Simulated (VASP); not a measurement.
A run of VASP 6.6.1 is set up as follows.

File INCAR:

```
SYSTEM = CoAu
  PREC = Accurate
  ENCUT = 520
  EDIFF = 1E-6
  ISMEAR = 0
  SIGMA = 0.1
  LREAL = .FALSE.
  LASPH = .TRUE.
  NELM = 60
  ALGO = Fast
  ISIF = 2
  LWAVE = .FALSE.
  LCHARG = .FALSE.
  GGA = PE
  NBANDS = 17
```

Contents of KPOINTS:

```
Automatic mesh
0
G
  18 18 18
  0 0 0
```

The input POSCAR:

```
CoAu
1.0
   -1.8904135609     -1.8904135609     -3.8593662291
   -1.8904135609     -3.8593662291     -1.8904135609
   -3.8593662291     -1.8904135609     -1.8904135609
Co Au
1 1
Direct
    0.0000000000      0.0000000000      0.0000000000
    0.5000000000      0.5000000000      0.5000000000
```

Potentials or basis: VASP PAW PBE potentials, release 64 (Co, Au).

Run with:

```sh
$ cat potpaw_PBE.64/Co/POTCAR potpaw_PBE.64/Au/POTCAR > POTCAR
$ mpirun -np 1 vasp_std > vasp.out
```

Estimate the pressure.

-4.5 GPa.

Predict the band gap on the k mesh.

zero (band 10 reaches 9.14 eV, above the bottom of band 11 at 8.58 eV).

Stress tensor (GPa, compression positive):
```
-4.47 -1.23 -1.23
-1.23 -4.47 -1.23
-1.23 -1.23 -4.47
```

Caveat: spin-orbit coupling is left out, which moves the levels of the heavy elements. Spin polarisation is off, so any magnetic state and its effect on volume and gap are missing.
